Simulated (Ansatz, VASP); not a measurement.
# Two plane-wave programs on Te2Mo

```xyz
6
Lattice="3.5550 0.0000 0.0000 -1.7775 3.0787 0.0000 0.0000 0.0000 35.0365" Properties=species:S:1:pos:R:3 pbc="T T T"
Te    0.0000    2.0525   15.6283
Te   -0.1210    2.0525   33.2286
Te    0.1210    2.0525    1.8079
Te    0.0000    2.0525   19.4082
Mo    0.0000    0.0000    0.0000
Mo    0.0000    0.0000   17.5183
```

Change from the starting cell: mode 7 frozen in at -0.121 Å and mode 12 at -0.082 Å (largest displacements).

Alike in both runs: task single point; functional PBE; k mesh 9 × 9 × 1; occupations gaussian, width 0.05 eV; no spin polarisation.

|  | VASP | Ansatz |
| --- | --- | --- |
| version | VASP 6.6.1 | Ansatz 0.2.0 |
| potentials or method | VASP PAW PBE potentials, release 64 (Te, Mo_sv), cutoff 520 eV | scalar-relativistic, plane waves, PAW |
| valence electrons in the cell | 52 | 92 |

|  | VASP | Ansatz | Ansatz less VASP |
| --- | --- | --- | --- |
| gap on the k mesh at the Fermi level (eV) | 0.93 | 0.94 | +0.005 |
| least direct gap on the mesh (eV) | 0.93 | 0.94 | +0.005 |
| rms of the force components (eV/Å) | 0.409 | 0.411 | +0.0022 |

Atom by atom the forces differ by 0.005 eV/Å (rms over components). With one functional, cell and mesh, what is left measures potentials, basis and numerics. VASP's potentials hold 52 valence electrons a cell and Ansatz's 92, so a difference there can come from the potentials and not from the codes.

Neither program's run includes spin-orbit coupling.
